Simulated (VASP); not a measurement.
Wanted: the native input for a VASP 6.6.1 run.

```
Task                   : single point
Functional             : PBE
Dispersion             : D4
Potentials or basis    : VASP PAW PBE potentials, release 64 (Ni, O)
Cutoff                 : 600 eV
k mesh                 : 10 × 10 × 10
Occupations            : gaussian, width 0.05 eV
Spin                   : collinear spin, ferromagnetic start
Starting moments       : [1.89, 0.0] μB
Hubbard terms          : Ni d U = 6.2 eV
Dipole correction      : no
Further INCAR settings : ALGO = Normal; EDIFF = 1e-06; NBANDS = 19
```

The structure of NiO lies in POSCAR:

```
NiO
1.0
    0.0000000000      2.0913095126      2.0913095126
    2.0913095126      0.0000000000      2.0913095126
    2.0913095126      2.0913095126      0.0000000000
Ni O
1 1
Direct
    0.0000000000      0.0000000000      0.0000000000
    0.5000000000      0.5000000000      0.5000000000
```

One way to write it, as run:

INCAR

```
SYSTEM = NiO
PREC = Accurate
ENCUT = 600
EDIFF = 1E-6
ISMEAR = 0
SIGMA = 0.05
LREAL = .False.
LASPH = .True.
NELM = 200
ALGO = Normal
ISIF = 2
LWAVE = .False.
LCHARG = .True.
ISPIN = 2
MAGMOM = 1.89 0
LORBIT = 11
LMAXMIX = 4
LDAU = .True.
LDAUTYPE = 2
LDAUL = 2 -1
LDAUU = 6.2 0
LDAUJ = 0 0
LDAUPRINT = 1
GGA = PE
IVDW = 13
LELF = .True.
LVHAR = .True.
NBANDS = 19
GGA_COMPAT = .False.
```

KPOINTS

```
regular mesh
0
Gamma
  10 10 10
  0 0 0
```

Potentials or basis: VASP PAW PBE potentials, release 64 (Ni, O).

The run is started by

```sh
$ cat potpaw_PBE.64/Ni/POTCAR potpaw_PBE.64/O/POTCAR > POTCAR
$ mpirun -np 1 vasp_std > vasp.out
```

It gave:

```yaml
Pressure: -2.7 GPa
Band_gap_on_the_k_mesh: 2.53 eV (least direct gap 3.17 eV)
Net_moment: 2.00 μB per cell
Site_moments: Ni +1.82; O +0.17 μB
Valence_electrons_inside_the_program's_atomic_spheres: Ni 8.99; O 5.03
Dispersion_energy_per_atom: -0.308 eV
```

Caveat: a cell with one magnetic atom can't hold antiferromagnetic order, which such compounds often take.

Wall time 23 s on 1 thread of Intel Xeon 8259CL (shared host), peak memory 0.17 GiB.
